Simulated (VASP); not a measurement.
## NiO: single point with PBE-based screened hybrid with 25 % exact exchange

NiO:

```
Ni O
1.0
     0.00000    2.22417    2.22417
     2.22417    0.00000    2.22417
     2.22417    2.22417    0.00000
Ni O
1 1
Cartesian
  0.0000 0.0000 0.0000
  3.3363 3.3363 3.3363
```

```yaml
Program: VASP 6.6.1
Task: single point
Functional: PBE-based screened hybrid with 25 % exact exchange
Potentials_or_basis: VASP PAW PBE potentials, release 64 (Ni, O)
Cutoff: 520 eV
k_mesh: 5 × 5 × 5
Occupations: fermi-dirac, width 0.05 eV
Spin: collinear spin, ferromagnetic start
Starting_moments: "[1.0, 0.0] μB"
Dipole_correction: no
Grid_for_exact_exchange_PRECFOCK: Normal
Share_of_exact_exchange: 0.25
Further_INCAR_settings: ALGO = Normal; EDIFF = 1e-06; NBANDS = 19
Screening_parameter: 0.3 1/Å
```

The pressure is 0.7 GPa, the band gap on the k mesh is zero (filled and empty bands overlap) and the net moment is 2.00 μB per cell. The site moments are Ni +1.65; O +0.34 μB and the valence electrons inside the program's atomic spheres are Ni 9.12; O 5.04.

Levels at points of the mesh, in eV from the Fermi level:
Spin up:
```
           k point  band 5  band 6  band 7  band 8  band 9  band 10  band 11  band 12  band 13  band 14
(0.00, 0.00, 0.00)   -5.59   -5.59   -2.13   -2.13   -2.13     0.35    14.61    14.61    14.61    21.08
```
Spin down:
```csv
k point,band 4,band 5,band 6,band 7,band 8,band 9,band 10,band 11
"(0.00, 0.00, 0.00)",-6.47,-4.27,-4.27,0.44,2.22,2.22,2.22,14.82
```

Wall time 31 min on 1 thread of Intel Xeon 8259CL, on a shared host, peak memory 0.26 GiB.

Caveat: the k points lie up to 0.49 Å⁻¹ apart, too coarse for converged energies and pressures of a metal; the PAW data sets were made with another functional, which shifts forces and pressure a little; a cell with one magnetic atom can't hold antiferromagnetic order, which such compounds often take.
